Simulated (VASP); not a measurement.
# Fe2Ni (Fd-3m) in VASP: single point with r2SCAN

Aim: the single point of Fe2Ni with r2SCAN.

Everything below comes from runs of VASP 6.6.1. Logs are shortened: lines on timing, memory, paths and dates and some standing lists are left out, and cuts for length are marked.

## 1. The cell of the first run

Symmetry: Fd-3m, No. 227, cubic system. Conventional cell: a = 6.528 Å, b = 6.528 Å, c = 6.528 Å, α = 90.00°, β = 90.00°, γ = 90.00°. Within 3.1 Å of Fe (site symmetry -3m) lie 6 Fe at 2.31 Å and 6 Ni at 2.71 Å. Ni (site symmetry -43m) has 12 Fe at 2.71 Å and 4 Ni at 2.83 Å within 3.6 Å.

## 2. Single point, r2SCAN

The input, POSCAR:

```
Fe2Ni
1.0
    0.0000000000      3.2641430000      3.2641430000
    3.2641430000      0.0000000000      3.2641430000
    3.2641430000      3.2641430000      0.0000000000
Fe Ni
4 2
Direct
    0.1250000000      0.1250000000      0.6250000000
    0.1250000000      0.6250000000      0.1250000000
    0.6250000000      0.1250000000      0.1250000000
    0.1250000000      0.1250000000      0.1250000000
    0.7500000000      0.7500000000      0.7500000000
    0.5000000000      0.5000000000      0.5000000000
```

The input, INCAR.step1:

```
SYSTEM = Fe2Ni
ALGO = Normal
EDIFF = 1E-4
ENCUT = 520
GGA = PE
ISMEAR = 0
LASPH = .TRUE.
LCHARG = .FALSE.
LREAL = .FALSE.
LWAVE = .TRUE.
NBANDS = 35
NELM = 100
PREC = Accurate
SIGMA = 0.1
```

The input, INCAR.step2:

```
SYSTEM = Fe2Ni
ALGO = Normal
EDIFF = 1E-7
ENCUT = 520
ISIF = 2
ISMEAR = 0
ISTART = 1
LASPH = .TRUE.
LCHARG = .TRUE.
LELF = .TRUE.
LMIXTAU = .TRUE.
LREAL = .FALSE.
LVHAR = .TRUE.
LWAVE = .FALSE.
METAGGA = R2SCAN
NBANDS = 35
NELM = 100
PREC = Accurate
SIGMA = 0.1
```

The input, KPOINTS:

```
k-points
0
G
  10 10 10
  0 0 0
```

Potentials or basis: VASP PAW PBE potentials, release 64 (Fe, Ni).

The run is started by

```console
cat potpaw_PBE.64/Fe/POTCAR potpaw_PBE.64/Ni/POTCAR > POTCAR
cp INCAR.step1 INCAR
mpirun -np 1 vasp_std > vasp.out
cp INCAR.step2 INCAR
mpirun -np 1 vasp_std > vasp.out
```

OUTCAR:

```text
SYSTEM = Fe2Ni
   EDIFF = 1E-7
   ENCUT = 520
   ISIF = 2
   ISMEAR = 0
   ISTART = 1
   LASPH = .TRUE.
   LREAL = .FALSE.
   METAGGA = R2SCAN
   NELM = 100
   PREC = Accurate

 ion  position               nearest neighbor table
   1  0.125  0.125  0.625-   4 2.31   2 2.31   3 2.31   4 2.31   2 2.31   3 2.31   6 2.71   5 2.71
                             5 2.71   6 2.71   5 2.71   6 2.71
   2  0.125  0.625  0.125-   4 2.31   1 2.31   1 2.31   3 2.31   4 2.31   3 2.31   6 2.71   5 2.71
                             5 2.71   6 2.71   5 2.71   6 2.71
   3  0.625  0.125  0.125-   4 2.31   1 2.31   2 2.31   1 2.31   2 2.31   4 2.31   6 2.71   5 2.71
                             6 2.71   5 2.71   6 2.71   5 2.71
   4  0.125  0.125  0.125-   1 2.31   2 2.31   3 2.31   1 2.31   2 2.31   3 2.31   5 2.71   6 2.71
                             5 2.71   6 2.71   5 2.71   6 2.71
   5  0.750  0.750  0.750-   1 2.71   2 2.71   3 2.71   2 2.71   3 2.71   4 2.71   1 2.71   3 2.71
                             4 2.71   1 2.71   2 2.71   4 2.71   6 2.83   6 2.83   6 2.83   6 2.83
   6  0.500  0.500  0.500-   1 2.71   2 2.71   3 2.71   1 2.71   3 2.71   4 2.71   2 2.71   3 2.71
                             4 2.71   1 2.71   2 2.71   4 2.71   5 2.83   5 2.83   5 2.83   5 2.83

  LATTYP: Found a face centered cubic cell.
 ALAT       =     6.5282860000

  Lattice vectors:

 A1 = (   0.0000000000,   3.2641430000,   3.2641430000)
 A2 = (   3.2641430000,   0.0000000000,   3.2641430000)
 A3 = (   3.2641430000,   3.2641430000,   0.0000000000)

Analysis of symmetry for initial positions (statically):
=====================================================================
 Subroutine PRICEL returns:
 Original cell was already a primitive cell.

 Routine SETGRP: Setting up the symmetry group for a
 face centered cubic supercell.

 Subroutine GETGRP returns: Found 48 space group operations
 (whereof 24 operations were pure point group operations)
 out of a pool of 48 trial point group operations.

The static configuration has the point symmetry T_d .
 The point group associated with its full space group is O_h .

Analysis of symmetry for dynamics (positions and initial velocities):
=====================================================================
 Subroutine PRICEL returns:
 Original cell was already a primitive cell.

 Routine SETGRP: Setting up the symmetry group for a
 face centered cubic supercell.

 Subroutine GETGRP returns: Found 48 space group operations
 (whereof 24 operations were pure point group operations)
 out of a pool of 48 trial point group operations.

The dynamic configuration has the point symmetry T_d .
 The point group associated with its full space group is O_h .

 Subroutine INISYM returns: Found 48 space group operations
 (whereof 24 operations are pure point group operations),
 and found     1 'primitive' translations

----------------------------------------------------------------------------------------

                                     Primitive cell

  volume of cell :      69.5565

  direct lattice vectors                    reciprocal lattice vectors
     0.000000000  3.264143000  3.264143000    -0.153179564  0.153179564  0.153179564
     3.264143000  0.000000000  3.264143000     0.153179564 -0.153179564  0.153179564
     3.264143000  3.264143000  0.000000000     0.153179564  0.153179564 -0.153179564

  length of vectors
     4.616195300  4.616195300  4.616195300     0.265314787  0.265314787  0.265314787

  position of ions in fractional coordinates (direct lattice)
     0.125000000  0.125000000  0.625000000
     0.125000000  0.625000000  0.125000000
     0.625000000  0.125000000  0.125000000
     0.125000000  0.125000000  0.125000000
     0.750000000  0.750000000  0.750000000
     0.500000000  0.500000000  0.500000000

  ion indices of the primitive-cell ions
   primitive index   ion index
                 1           1
                 2           2
                 3           3
                 4           4
                 5           5
                 6           6

----------------------------------------------------------------------------------------

 KPOINTS: k-points

Automatic generation of k-mesh.
 Grid dimensions read from file:
 generate k-points for:   10   10   10

 Generating k-lattice:

  Cartesian coordinates                     Fractional coordinates (reciprocal lattice)
    -0.015317956  0.015317956  0.015317956     0.100000000  0.000000000  0.000000000
     0.015317956 -0.015317956  0.015317956     0.000000000  0.100000000  0.000000000
     0.015317956  0.015317956 -0.015317956     0.000000000  0.000000000  0.100000000

  Length of vectors
     0.026531479  0.026531479  0.026531479

  Shift w.r.t. Gamma in fractional coordinates (k-lattice)
     0.000000000  0.000000000  0.000000000

 Subroutine IBZKPT returns following result:
 ===========================================

 Found     47 irreducible k-points:

 Following reciprocal coordinates:
            Coordinates               Weight
  0.000000  0.000000  0.000000      1.000000
  0.100000  0.000000  0.000000      8.000000
  0.200000  0.000000  0.000000      8.000000
  0.300000  0.000000  0.000000      8.000000
  0.400000  0.000000  0.000000      8.000000
  0.500000  0.000000  0.000000      4.000000
[... 16 lines left out ...]
  0.300000  0.300000  0.000000      6.000000
  0.400000  0.300000  0.000000     24.000000
 [... further k-points ...]
   k-points           NKPTS =     47   k-points in BZ     NKDIM =     47   number of bands    NBANDS=     35
   number of dos      NEDOS =    301   number of ions     NIONS =      6
   total plane-waves  NPLWV =  46656
   dimension x,y,z NGX =    36 NGY =   36 NGZ =   36
   dimension x,y,z NGXF=    72 NGYF=   72 NGZF=   72
   ions per type =               4   2
   NGX,Y,Z   is equivalent  to a cutoff of  12.96, 12.96, 12.96 a.u.
   NGXF,Y,Z  is equivalent  to a cutoff of  25.93, 25.93, 25.93 a.u.
 SYSTEM =  Fe2Ni
   PREC   = accura    normal or accurate (medium, high low for compatibility)
   ISTART =      1    job   : 0-new  1-cont  2-samecut
   ICHARG =      0    charge: 1-file 2-atom 10-const
   ISPIN  =      1    spin polarized calculation?
   LNONCOLLINEAR =      F non collinear calculations
   LSORBIT =      F    spin-orbit coupling
   LASPH  =      T    aspherical Exc in radial PAW
   ENCUT  =  520.0 eV  38.22 Ry    6.18 a.u.   8.58  8.58  8.58*2*pi/ulx,y,z
   NELM   =    100;   NELMIN=  2; NELMDL=  0     # of ELM steps
   EDIFF  = 0.1E-06   stopping-criterion for ELM
   LREAL  =      F    real-space projection
   EDIFFG = 0.1E-05   stopping-criterion for IOM
   NSW    =      0    number of steps for IOM
   IBRION =     -1    ionic relax: 0-MD 1-quasi-New 2-CG
   NFREE  =      0    steps in history (QN), initial steepest desc. (CG)
   ISIF   =      2    stress and relaxation
   ISYM   =      2    0-nonsym 1-usesym 2-fastsym
   POTIM  = 0.5000    time-step for ionic-motion
   TEBEG  =    0.0;   TEEND  =   0.0 temperature during run
   PSTRESS=    0.0 pullay stress
   NELECT =      52.0000    total number of electrons
   NUPDOWN=      -1.0000    fix difference up-down
   EMIN   =  10.00;   EMAX   =-10.00  energy-range for DOS
   EFERMI =   0.00;   METHOD = LEGACY
   ISMEAR =     0;   SIGMA  =   0.10  broadening in eV -4-tet -1-fermi 0-gaus
   EFERMI_NEDOS =   21; number of points for ismear=-14 and -15
   IALGO  =     38    algorithm
   IMIX   =      4    mixing-type and parameters
     AMIX     =   0.40;   BMIX     =  1.00
     AMIX_MAG =   1.60;   BMIX_MAG =  1.00
  volume/ion in A,a.u.               =      11.59        78.23
  Fermi-wavevector in a.u.,A,eV,Ry     =   1.485811  2.807775 30.036670  2.207633
  Thomas-Fermi vector in A             =   2.599176
   LORBIT       =      0    0 simple, 1 ext, 2 COOP (PROOUT), +10 PAW based schemes
   METAGGA = R2SCAN    functional components
   LHFCALC =     F    Hartree Fock is set to
   AEXX    =    0.0000 exact exchange contribution
   IVDW    =     0    specifies the selected vdW correction
   LEPSILON=     F    determine dielectric tensor
   LRPA    =     F    only Hartree local field effects (RPA)
 non-spin polarized calculation
 Gauss-broadening in eV      SIGMA  =   0.10
  energy-cutoff  :      520.00
  volume of cell :       69.56
 maximum number of plane-waves:      1895
 NGX is ok and might be reduce to    36
   NGX = 17   NGY = 17   NGZ = 17

 number of electron      52.0000002 magnetization

 Free energy of the ion-electron system (eV)
  ---------------------------------------------------
  ext. energy  EPLUGINS =         0.00000000
  ---------------------------------------------------
  free energy    TOTEN  =       -75.65054352 eV

  energy without entropy =      -75.53185469  energy(sigma->0) =      -75.59119911

 E-fermi :   6.5014     XC(G=0): -14.0373

 val. band max:        6.5003293726   @ k =  -0.3000   0.4000   0.2000
 cond. band min:       6.5060865301   @ k =  -0.3000   0.4000   0.1000
 fundamental gap:      0.0057571576
 Fermi energy:         6.5013505291

 k-point     1 :       0.0000    0.0000    0.0000
  band No.  band energies     occupation
      1      -2.3463      2.00000
      2       0.8197      2.00000
      3       2.2249      2.00000
      4       2.2249      2.00000
      5       2.2249      2.00000
      6       3.0236      2.00000
[... 27 lines left out ...]
     34       9.7239      0.00000
     35       9.7239      0.00000

 k-point     2 :       0.1000    0.0000    0.0000
  band No.  band energies     occupation
      1      -2.2257      2.00000
      2       0.8794      2.00000
      3       2.2356      2.00000
      4       2.2598      2.00000
      5       2.2598      2.00000
      6       2.9361      2.00000
[... 27 lines left out ...]
     34       9.8742      0.00000
     35       9.8742      0.00000
[... 796 lines left out ...]
     34       9.1576      0.00000
     35       9.4172      0.00000

 k-point    24 :       0.4000    0.3000    0.0000
  band No.  band energies     occupation
      1      -0.4331      2.00000
      2       1.7107      2.00000
      3       2.0221      2.00000
      4       2.3843      2.00000
      5       2.8546      2.00000
      6       2.8759      2.00000
[... 27 lines left out ...]
     34       9.1470      0.00000
     35       9.4583      0.00000

 [... further k-points ...]

------------------------ aborting loop because EDIFF is reached ----------------------------------------

  FORCE on cell =-STRESS in cart. coord.  units (eV):
  Direction    XX          YY          ZZ          XY          YZ          ZX
  --------------------------------------------------------------------------------------
  -------------------------------------------------------------------------------------
  Total       -7.2676309     -7.2676309     -7.2676309      0.0000000      0.0000000      0.0000000
  in kB     -167.4040340   -167.4040340   -167.4040340      0.0000000      0.0000000      0.0000000
  external PRESSURE =    -167.4040340 kB  Pullay stress =       0.0000000 kB

 VOLUME and BASIS-vectors are now :
 -----------------------------------------------------------------------------
  energy-cutoff  :      520.00
  volume of cell :       69.56
      direct lattice vectors                 reciprocal lattice vectors
     0.000000000  3.264143000  3.264143000    -0.153179564  0.153179564  0.153179564
     3.264143000  0.000000000  3.264143000     0.153179564 -0.153179564  0.153179564
     3.264143000  3.264143000  0.000000000     0.153179564  0.153179564 -0.153179564

 POSITION                                       TOTAL-FORCE (eV/Angst)
 -----------------------------------------------------------------------------------
      2.44811      2.44811      0.81604         0.000000      0.000000     -0.000000
      2.44811      0.81604      2.44811         0.000000      0.000000     -0.000000
      0.81604      2.44811      2.44811         0.000000      0.000000     -0.000000
      0.81604      0.81604      0.81604         0.000000      0.000000     -0.000000
      4.89621      4.89621      4.89621        -0.000000     -0.000000     -0.000000
      3.26414      3.26414      3.26414         0.000000      0.000000      0.000000
 -----------------------------------------------------------------------------------
    total drift:                                0.000000      0.000000      0.000000

  FREE ENERGIE OF THE ION-ELECTRON SYSTEM (eV)
  ---------------------------------------------------
  free  energy   TOTEN  =       -75.6505435241 eV

  energy  without entropy=      -75.5318546918  energy(sigma->0) =      -75.59119911
```

Wall time 8.3 min (1 thread of Intel Xeon Platinum 8375C at 2.90GHz (Ice Lake), shared host); peak memory 0.28 GiB.

What came out:

| Item | Value |
| --- | --- |
| Free energy | -75.6505 eV |
| Pressure | -16.7 GPa |
| Band gap on the k mesh | zero (bands 26 and 27 overlap by 0.49 eV) |

Levels at points of the mesh, in eV from the Fermi level:
```csv
k point,band 23,band 24,band 25,band 26,band 27,band 28,band 29,band 30
"(0.00, 0.00, 0.00)",-0.01,0.24,0.24,0.24,0.45,0.45,1.45,1.45
"(0.50, 0.00, 0.00)",-0.73,-0.52,-0.06,-0.04,-0.04,0.11,0.11,0.40
"(0.50, 0.50, 0.00)",-0.54,-0.54,-0.47,-0.47,-0.23,-0.23,0.10,0.10
```

Caveat: the cell stands under tension; the PAW data sets were made with another functional, which shifts forces and pressure a little; the run has no spin polarisation, though such a crystal can be magnetic.
